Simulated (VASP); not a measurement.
# Hg (Fd-3m) in VASP: notebook

The runs below take Hg through relaxation of cell and atoms, single point, with LDA.

Program: VASP 6.6.1. These are calculated values, not measurements. Logs are shortened: lines on timing, memory, paths and dates and some standing lists are left out, and cuts for length are marked.

## Step 1: The cell of the first run

It takes space group Fd-3m (No. 227, cubic). The conventional cell has a = 6.240 Å, b = 6.240 Å, c = 6.240 Å, α = 90.00°, β = 90.00°, γ = 90.00°. Hg (site symmetry -43m) has 4 Hg at 2.70 Å within 3.6 Å.

## Step 2: Relaxation of cell and atoms, LDA, target pressure 40 GPa, at which the enthalpy is minimised

INCAR reads:

```
PREC = Accurate
ENCUT = 550
EDIFF = 1E-7
ISMEAR = -1
SIGMA = 0.1
LREAL = F
LASPH = T
NELM = 120
ALGO = Normal
ISIF = 3
LWAVE = F
LCHARG = F
GGA = CA
IBRION = 2
NSW = 50
EDIFFG = -0.03
PSTRESS = 400.0
GGA_COMPAT = F
NELMIN = 4
```

KPOINTS reads:

```
regular mesh
0
Gamma
  6 6 6
```

POSCAR reads:

```
Hg
1.0
    0.0000000000      3.1200000000      3.1200000000
    3.1200000000      0.0000000000      3.1200000000
    3.1200000000      3.1200000000      0.0000000000
Hg
2
Direct
    0.0000000000      0.0000000000      0.0000000000
    0.2500000000      0.2500000000      0.2500000000
```

Potentials or basis: VASP PAW LDA potentials, release 64 (Hg_sv_GW).

Run with:

```sh
$ cat potpaw_LDA.64/Hg_sv_GW/POTCAR > POTCAR
$ mpirun -np 1 vasp_std > vasp.out
```

OUTCAR:

```text
PREC = Accurate
   ENCUT = 550
   EDIFF = 1E-7
   ISMEAR = -1
   LREAL = F
   LASPH = T
   NELM = 120
   ISIF = 3
   GGA = CA
   IBRION = 2
   NSW = 50
   EDIFFG = -0.03
   PSTRESS = 400.0
   NELMIN = 4

 ion  position               nearest neighbor table
   1  0.000  0.000  0.000-   2 2.70   2 2.70   2 2.70   2 2.70
   2  0.250  0.250  0.250-   1 2.70   1 2.70   1 2.70   1 2.70

  LATTYP: Found a face centered cubic cell.
 ALAT       =     6.2400000000

  Lattice vectors:

 A1 = (   0.0000000000,   3.1200000000,   3.1200000000)
 A2 = (   3.1200000000,   0.0000000000,   3.1200000000)
 A3 = (   3.1200000000,   3.1200000000,   0.0000000000)

Analysis of symmetry for initial positions (statically):
=====================================================================
 Subroutine PRICEL returns:
 Original cell was already a primitive cell.

 Routine SETGRP: Setting up the symmetry group for a
 face centered cubic supercell.

 Subroutine GETGRP returns: Found 48 space group operations
 (whereof 24 operations were pure point group operations)
 out of a pool of 48 trial point group operations.

The static configuration has the point symmetry T_d .
 The point group associated with its full space group is O_h .

Analysis of symmetry for dynamics (positions and initial velocities):
=====================================================================
 Subroutine PRICEL returns:
 Original cell was already a primitive cell.

 Routine SETGRP: Setting up the symmetry group for a
 face centered cubic supercell.

 Subroutine GETGRP returns: Found 48 space group operations
 (whereof 24 operations were pure point group operations)
 out of a pool of 48 trial point group operations.

The dynamic configuration has the point symmetry T_d .
 The point group associated with its full space group is O_h .

 Subroutine INISYM returns: Found 48 space group operations
 (whereof 24 operations are pure point group operations),
 and found     1 'primitive' translations

----------------------------------------------------------------------------------------

                                     Primitive cell

  volume of cell :      60.7427

  direct lattice vectors                    reciprocal lattice vectors
     0.000000000  3.120000000  3.120000000    -0.160256410  0.160256410  0.160256410
     3.120000000  0.000000000  3.120000000     0.160256410 -0.160256410  0.160256410
     3.120000000  3.120000000  0.000000000     0.160256410  0.160256410 -0.160256410

  length of vectors
     4.412346315  4.412346315  4.412346315     0.277572245  0.277572245  0.277572245

  position of ions in fractional coordinates (direct lattice)
     0.000000000  0.000000000  0.000000000
     0.250000000  0.250000000  0.250000000

  ion indices of the primitive-cell ions
   primitive index   ion index
                 1           1
                 2           2

----------------------------------------------------------------------------------------

 KPOINTS: regular mesh

Automatic generation of k-mesh.
 Grid dimensions read from file:
 generate k-points for:    6    6    6

 Generating k-lattice:

  Cartesian coordinates                     Fractional coordinates (reciprocal lattice)
    -0.026709402  0.026709402  0.026709402     0.166666667  0.000000000  0.000000000
     0.026709402 -0.026709402  0.026709402     0.000000000  0.166666667  0.000000000
     0.026709402  0.026709402 -0.026709402     0.000000000  0.000000000  0.166666667

  Length of vectors
     0.046262041  0.046262041  0.046262041

  Shift w.r.t. Gamma in fractional coordinates (k-lattice)
     0.000000000  0.000000000  0.000000000

 Subroutine IBZKPT returns following result:
 ===========================================

 Found     16 irreducible k-points:

 Following reciprocal coordinates:
            Coordinates               Weight
  0.000000  0.000000  0.000000      1.000000
  0.166667  0.000000  0.000000      8.000000
  0.333333  0.000000  0.000000      8.000000
  0.500000  0.000000  0.000000      4.000000
  0.166667  0.166667  0.000000      6.000000
  0.333333  0.166667  0.000000     24.000000
[... 8 lines left out ...]
 -0.333333  0.333333  0.166667     24.000000
 -0.333333  0.500000  0.166667     12.000000
   k-points           NKPTS =     16   k-points in BZ     NKDIM =     16   number of bands    NBANDS=     24
   number of dos      NEDOS =    301   number of ions     NIONS =      2
   total plane-waves  NPLWV =  46656
   dimension x,y,z NGX =    36 NGY =   36 NGZ =   36
   dimension x,y,z NGXF=    72 NGYF=   72 NGZF=   72
   ions per type =               2
   NGX,Y,Z   is equivalent  to a cutoff of  13.56, 13.56, 13.56 a.u.
   NGXF,Y,Z  is equivalent  to a cutoff of  27.13, 27.13, 27.13 a.u.
 SYSTEM =  unknown system
   PREC   = accura    normal or accurate (medium, high low for compatibility)
   ISTART =      0    job   : 0-new  1-cont  2-samecut
   ICHARG =      2    charge: 1-file 2-atom 10-const
   ISPIN  =      1    spin polarized calculation?
   LNONCOLLINEAR =      F non collinear calculations
   LSORBIT =      F    spin-orbit coupling
   LASPH  =      T    aspherical Exc in radial PAW
   ENCUT  =  550.0 eV  40.42 Ry    6.36 a.u.   8.44  8.44  8.44*2*pi/ulx,y,z
   NELM   =    120;   NELMIN=  4; NELMDL= -5     # of ELM steps
   EDIFF  = 0.1E-06   stopping-criterion for ELM
   LREAL  =      F    real-space projection
   EDIFFG = -.3E-01   stopping-criterion for IOM
   NSW    =     50    number of steps for IOM
   IBRION =      2    ionic relax: 0-MD 1-quasi-New 2-CG
   NFREE  =      1    steps in history (QN), initial steepest desc. (CG)
   ISIF   =      3    stress and relaxation
   ISYM   =      2    0-nonsym 1-usesym 2-fastsym
   POTIM  = 0.5000    time-step for ionic-motion
   TEBEG  =    0.0;   TEEND  =   0.0 temperature during run
   PSTRESS=  400.0 pullay stress
   NELECT =      40.0000    total number of electrons
   NUPDOWN=      -1.0000    fix difference up-down
   EMIN   =  10.00;   EMAX   =-10.00  energy-range for DOS
   EFERMI =   0.00;   METHOD = LEGACY
   ISMEAR =    -1;   SIGMA  =   0.10  broadening in eV -4-tet -1-fermi 0-gaus
   EFERMI_NEDOS =   21; number of points for ismear=-14 and -15
   IALGO  =     38    algorithm
   IMIX   =      4    mixing-type and parameters
     AMIX     =   0.40;   BMIX     =  1.00
     AMIX_MAG =   1.60;   BMIX_MAG =  1.00
  volume/ion in A,a.u.               =      30.37       204.96
  Fermi-wavevector in a.u.,A,eV,Ry     =   1.424285  2.691508 27.600612  2.028588
  Thomas-Fermi vector in A             =   2.544792
   LORBIT       =      0    0 simple, 1 ext, 2 COOP (PROOUT), +10 PAW based schemes
   GGA     = CA    functional components
   LHFCALC =     F    Hartree Fock is set to
   AEXX    =    0.0000 exact exchange contribution
   IVDW    =     0    specifies the selected vdW correction
   LEPSILON=     F    determine dielectric tensor
   LRPA    =     F    only Hartree local field effects (RPA)
 conjugate gradient relaxation of ions
 non-spin polarized calculation
  energy-cutoff  :      550.00
  volume of cell :       60.74
 maximum number of plane-waves:      1807
 NGX is ok and might be reduce to    36
   NGX = 17   NGY = 17   NGZ = 17

--------------------------------------- Ionic step        1  -------------------------------------------

 number of electron      40.0000008 magnetization

 Free energy of the ion-electron system (eV)
  ---------------------------------------------------
  ext. energy  EPLUGINS =         0.00000000
  ---------------------------------------------------
  free energy    TOTEN  =        -1.35014397 eV

  energy without entropy =       -1.32066121  energy(sigma->0) =       -1.33540259

------------------------ aborting loop because EDIFF is reached ----------------------------------------

  FORCE on cell =-STRESS in cart. coord.  units (eV):
  Direction    XX          YY          ZZ          XY          YZ          ZX
  --------------------------------------------------------------------------------------
  -------------------------------------------------------------------------------------
  Total        1.5158118      1.5158118      1.5158118      0.0000000      0.0000000     -0.0000000
  in kB       39.9817754     39.9817754     39.9817754      0.0000000      0.0000000     -0.0000000
  external PRESSURE =    -360.0182246 kB  Pullay stress =     400.0000000 kB
[... 23 lines left out ...]
  enthalpy is  TOTEN    =        13.8148829905 eV   P V=       15.1650269574

--------------------------------------- Ionic step        2  -------------------------------------------

 number of electron      40.0000000 magnetization

 E-fermi :  26.1939     XC(G=0): -17.7567

 val. band max:       26.1850403300   @ k =   0.5000   0.3333   0.1667
 cond. band min:      26.2311599644   @ k =   0.3333   0.0000   0.0000
 fundamental gap:      0.0461196345
 Fermi energy:        26.1938582742

 k-point     1 :       0.0000    0.0000    0.0000
  band No.  band energies     occupation
      1     -97.6838      2.00000
      2     -95.3564      2.00000
      3     -48.0904      2.00000
      4     -48.0904      2.00000
      5     -48.0904      2.00000
      6     -44.0846      2.00000
[... 494 lines left out ...]
  enthalpy is  TOTEN    =        12.8344793990 eV   P V=       13.9915086026

--------------------------------------- Ionic step        4  -------------------------------------------

 number of electron      40.0000007 magnetization

 E-fermi :   5.0448     XC(G=0): -10.7666

 val. band max:        5.0208949797   @ k =   0.3333   0.1667   0.0000
 cond. band min:       5.1706737016   @ k =  -0.3333   0.5000   0.1667
 fundamental gap:      0.1497787219
 Fermi energy:         5.0447811044

 k-point     1 :       0.0000    0.0000    0.0000
  band No.  band energies     occupation
      1    -110.2596      2.00000
      2    -110.2299      2.00000
      3     -58.9578      2.00000
      4     -58.9578      2.00000
      5     -58.9578      2.00000
      6     -58.7919      2.00000
[... 532 lines left out ...]
  enthalpy is  TOTEN    =        11.5514734541 eV   P V=       11.2794374974

--------------------------------------- Ionic step        7  -------------------------------------------

 number of electron      40.0000005 magnetization

 Free energy of the ion-electron system (eV)
  ---------------------------------------------------
  ext. energy  EPLUGINS =         0.00000000
  ---------------------------------------------------
  free energy    TOTEN  =         0.36620034 eV

  energy without entropy =        0.41534339  energy(sigma->0) =        0.39077187

 E-fermi :   6.8417     XC(G=0): -11.7036

 val. band max:        6.7625160918   @ k =  -0.3333   0.5000   0.1667
 cond. band min:       6.9129818001   @ k =   0.5000   0.3333   0.0000
 fundamental gap:      0.1504657083
 Fermi energy:         6.8417101153

 k-point     1 :       0.0000    0.0000    0.0000
  band No.  band energies     occupation
      1    -108.9456      2.00000
      2    -108.8806      2.00000
      3     -57.7201      2.00000
      4     -57.7201      2.00000
      5     -57.7201      2.00000
      6     -57.4230      2.00000
[... 450 lines left out ...]
  FREE ENERGIE OF THE ION-ELECTRON SYSTEM (eV)
  ---------------------------------------------------
  free  energy   TOTEN  =         0.3662003447 eV

  energy  without entropy=        0.4153433913  energy(sigma->0) =        0.39077187

  enthalpy is  TOTEN    =        11.5489918545 eV   P V=       11.1827915098

 reached required accuracy - stopping structural energy minimisation
```

Wall time 1.7 min (1 thread of Intel Xeon 6975P-C (Granite Rapids), shared host); peak memory 0.21 GiB.

What came out:

* Free energy: 0.3662 eV
* Relaxed volume: 22.40 Å³/atom
* Relaxed cell: a = 3.986 Å, b = 3.986 Å, c = 3.986 Å, α = 60.00°, β = 60.00°, γ = 60.00°
* Space group after relaxing (to 0.1 Å): Fd-3m (No. 227)
* Energy change on relaxing (the run minimises the enthalpy): +858.2 meV/atom
* Ionic steps: 7
* Pressure after relaxing: 39.9 GPa
* Band gap on the k mesh: zero (bands 20 and 21 overlap by 8.25 eV)

Step by step:
| step | energy change (eV) | largest force (eV/Å) | pressure (GPa) | volume (Å³) |
| --- | --- | --- | --- | --- |
| 1 | 0.0000 | 0.0000 | 4.00 | 60.74 |
| 2 | 59.1172 | 0.0000 | 1403.38 | 18.33 |
| 3 | 0.1931 | 0.0000 | 9.54 | 56.04 |
| 4 | 0.4415 | 0.0000 | 15.02 | 52.77 |
| 5 | 2.1842 | 0.0000 | 48.98 | 43.10 |
| 6 | 1.6222 | 0.0000 | 38.07 | 45.18 |
| 7 | 1.7163 | 0.0000 | 39.89 | 44.79 |

Final structure:
```yaml
crystal:
  lattice:
    - [0.00000, 2.81875, 2.81875]
    - [2.81875, 0.00000, 2.81875]
    - [2.81875, 2.81875, 0.00000]
  atoms:
    - { symbol: Hg, position: [0.00000, 0.00000, 0.00000] }
    - { symbol: Hg, position: [0.25000, 0.25000, 0.25000] }
```

Caveat: the cell is relaxed towards a set pressure, so the run minimises the enthalpy, not the energy; the volume moved by over 15 % at a fixed basis, so the end points are rough; spin-orbit coupling is left out, which moves the levels of the heavy elements.

## Step 3: Single point, LDA

This run uses another cell than the first one, of 22.30 Å³/atom.

INCAR reads:

```
SYSTEM = Hg
  ALGO = Normal
  EDIFF = 1E-6
  ENCUT = 550
  GGA = CA
  GGA_COMPAT = .False.
  ISIF = 2
  ISMEAR = -1
  LASPH = .True.
  LCHARG = .False.
  LREAL = .False.
  LWAVE = .False.
  NBANDS = 27
  NELM = 120
  PREC = Accurate
  SIGMA = 0.1
```

KPOINTS reads:

```
k-points
0
Gamma
  6 6 6
  0 0 0
```

POSCAR reads:

```
Hg
1.0
    0.0000000000      2.8147447490      2.8147447490
    2.8147447490      0.0000000000      2.8147447490
    2.8147447490      2.8147447490      0.0000000000
Hg
2
Direct
    0.0000000000      0.0000000000      0.0000000000
    0.2500000000      0.2500000000      0.2500000000
```

Potentials or basis: VASP PAW LDA potentials, release 64 (Hg_sv_GW).

Run with:

```sh
$ cat potpaw_LDA.64/Hg_sv_GW/POTCAR > POTCAR
$ mpirun -np 1 vasp_std > vasp.out
```

It took 10 s on 1 thread of Intel Xeon 6975P-C (Granite Rapids), shared host; peak memory 0.16 GiB.

Results (log left out):

```yaml
Free_energy: 0.4300 eV
Pressure: 40.7 GPa
Band_gap_on_the_k_mesh: zero (bands 20 and 21 overlap by 8.29 eV)
```

Levels at points of the mesh, in eV from the Fermi level:
| k point | band 17 | band 18 | band 19 | band 20 | band 21 | band 22 | band 23 | band 24 |
| --- | --- | --- | --- | --- | --- | --- | --- | --- |
| (0.00, 0.00, 0.00) | -7.35 | -6.16 | -6.16 | 7.30 | 7.95 | 8.00 | 8.00 | 8.00 |
| (0.50, 0.00, 0.00) | -6.30 | -6.30 | -4.61 | -4.55 | 4.50 | 4.50 | 7.42 | 7.57 |
| (0.50, 0.50, 0.00) | -6.09 | -6.09 | -3.52 | -3.52 | 0.79 | 0.79 | 5.89 | 5.89 |

Caveat: the cell stands under pressure; spin-orbit coupling is left out, which moves the levels of the heavy elements.

The gap in the log of VASP goes by the Fermi energy; the results here count the filled bands.